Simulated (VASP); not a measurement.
Crystal: Ni.

```
Ni
1.0
    -1.77255   -3.54510   -1.77255
    -1.77255    0.00000   -1.77255
     1.77255    0.00000   -1.77255
Ni
2
Cartesian
  0.0000 0.0000 0.0000
  0.0000 -1.7726 -1.7726
```

Base run:

```yaml
Program: VASP 6.6.1
Functional: LDA
Potentials_or_basis: VASP PAW LDA potentials, release 64 (Ni)
Cutoff: 520 eV
k_mesh: 7 × 12 × 10
Occupations: fermi-dirac, width 0.05 eV
Spin: collinear spin, antiferromagnetic start
Starting_moments: "[0.8, -0.8] μB"
```

Its results: pressure -21.3 GPa; net moment 0.00 μB per cell.

**Question.** The run is repeated on the same cell with these changes: spin from collinear spin, antiferromagnetic start to collinear spin, ferromagnetic start; moments at the start from [0.8, -0.8] to [2.0, 2.0]. What comes out?

**Answer.** Pressure -20.4 GPa; net moment 1.22 μB per cell; site moments Ni +0.62 μB.

Caveats: the cell stands under tension; the moments typed at the start vanished in this run (at least some runs).
